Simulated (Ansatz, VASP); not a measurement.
## One calculation of PbS, two programs

Contents of INCAR:

```
PREC = Accurate ; ENCUT = 520
EDIFF = 1E-7 ; ISMEAR = -1
SIGMA = 0.1 ; LREAL = F
LASPH = T ; NELM = 100
ALGO = Normal ; ISIF = 2
LWAVE = F ; LCHARG = F
GGA = PS ; NBANDS = 17
```

KPOINTS

```
Automatic mesh
0
Gamma
  14 14 14
```

File POSCAR:

```
PbS
1.0
    0.0000000000      2.7397271926      2.7397271926
    2.7397271926      0.0000000000      2.7397271926
    2.7397271926      2.7397271926      0.0000000000
Pb S
1 1
Direct
    0.0000000000      0.0000000000      0.0000000000
    0.5000000000      0.5000000000      0.5000000000
```

Input for Ansatz:

```yaml
crystal:
  lattice:
    - [0.0, 2.7397271926, 2.7397271926]
    - [2.7397271926, 0.0, 2.7397271926]
    - [2.7397271926, 2.7397271926, 0.0]
  atoms:
    - { symbol: Pb, position: [0.0, 0.0, 0.0] }
    - { symbol: S, position: [0.5, 0.5, 0.5] }
kpoints:
  mp_grid: { grid: [14, 14, 14] }
scf:
  occupations: { method: fermi_dirac, width: 0.1 }
hamiltonian:
  xc: pbesol
  pseudopotentials: { kind: paw }
output:
  forces: true
  stress: true
  eigenvalues: true
  populations: true
```

Change from the starting cell: volume scaled by 0.8, PAW files.

Alike in both runs: task single point; functional PBEsol; k mesh 14 × 14 × 14; occupations fermi-dirac, width 0.1 eV; no spin polarisation.

|  | VASP | Ansatz |
| --- | --- | --- |
| version | VASP 6.6.1 | Ansatz 0.2.0 |
| potentials or method | VASP PAW PBE potentials, release 64 (Pb_d, S) | PAW with Ansatz's default frozen-core files, scalar-relativistic |
| plane-wave cutoff (eV) | 520 | 420 |
| valence electrons in the cell | 20 | 20 |

Ansatz gave:

```
pressure (GPa) : 21.4
```

Problem. What did VASP give for the same quantities?

Solution. Pressure (GPa): 21.3.

VASP's potentials were made for PBE, not for PBEsol.

Neither program's run includes spin-orbit coupling.
